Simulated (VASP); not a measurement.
Wanted: the native input for a VASP 6.6.1 run.

```
Task                   : relaxation of cell and atoms
Functional             : PBE
Potentials or basis    : VASP PAW PBE potentials, release 64 (Hf_pv, O)
Cutoff                 : 600 eV
k mesh                 : 6 × 6 × 6
Occupations            : gaussian, width 0.1 eV
Spin                   : no spin polarisation
Dipole correction      : no
Further INCAR settings : ALGO = Normal; EDIFF = 1e-06; IBRION = 2; EDIFFG = -0.04; NSW = 90; ISIF = 3
```

The structure of HfO2 lies in POSCAR:

```
HfO2
1.0
    1.4919847344      0.8613977880      4.5061755668
   -1.4919847344      0.8613977880      4.5061755668
    0.0000000000     -1.7227955761      4.5061755668
Hf O
1 2
Direct
    0.0000000000      0.0000000000      0.0000000000
    0.7500000000      0.7500000000      0.7500000000
    0.2500000000      0.2500000000      0.2500000000
```

One way to write it, as run:

INCAR

```
SYSTEM = HfO2
ALGO     = Normal         ! electronic algorithm
EDIFF    = 1E-6           ! SCF threshold, eV
EDIFFG   = -0.04          ! ionic threshold
ENCUT    = 600            ! plane-wave cutoff, eV
GGA      = PE             ! functional
IBRION   = 2              ! ionic algorithm
ISIF     = 3              ! what is computed and relaxed
ISMEAR   = 0              ! smearing method
LASPH    = .True.         ! aspherical terms in the spheres
LCHARG   = .False.        ! write CHGCAR
LREAL    = .False.        ! projectors in reciprocal space
LWAVE    = .False.        ! write WAVECAR
NELM     = 60             ! most SCF steps
NSW      = 90             ! ionic steps
PREC     = Accurate       ! precision mode
SIGMA    = 0.1            ! smearing width, eV
```

KPOINTS

```
k-points
0
Gamma
  6 6 6
  0 0 0
```

Potentials or basis: VASP PAW PBE potentials, release 64 (Hf_pv, O).

Command:

```console
$ cat potpaw_PBE.64/Hf_pv/POTCAR potpaw_PBE.64/O/POTCAR > POTCAR
$ mpirun -np 1 vasp_std > vasp.out
```

It gave:

* Relaxed volume: 14.00 Å³/atom
* Relaxed cell: a = 4.964 Å, b = 4.964 Å, c = 4.964 Å, α = 38.19°, β = 38.19°, γ = 38.19°
* Space group after relaxing (to 0.1 Å): R-3m (No. 166)
* Energy gained by relaxing: 333.3 meV/atom
* Ionic steps: 21
* Pressure after relaxing: 0.3 GPa
* Largest force after relaxing: 0.010 eV/Å
* Band gap on the k mesh: 4.54 eV (least direct gap 4.86 eV)

Caveat: the volume moved by over 15 % at a fixed basis, so the end points are rough; spin-orbit coupling is left out, which moves the levels of the heavy elements.

It took 14 min on 1 thread of Intel Xeon 8259CL, with other jobs on the host, peak memory 0.26 GiB.
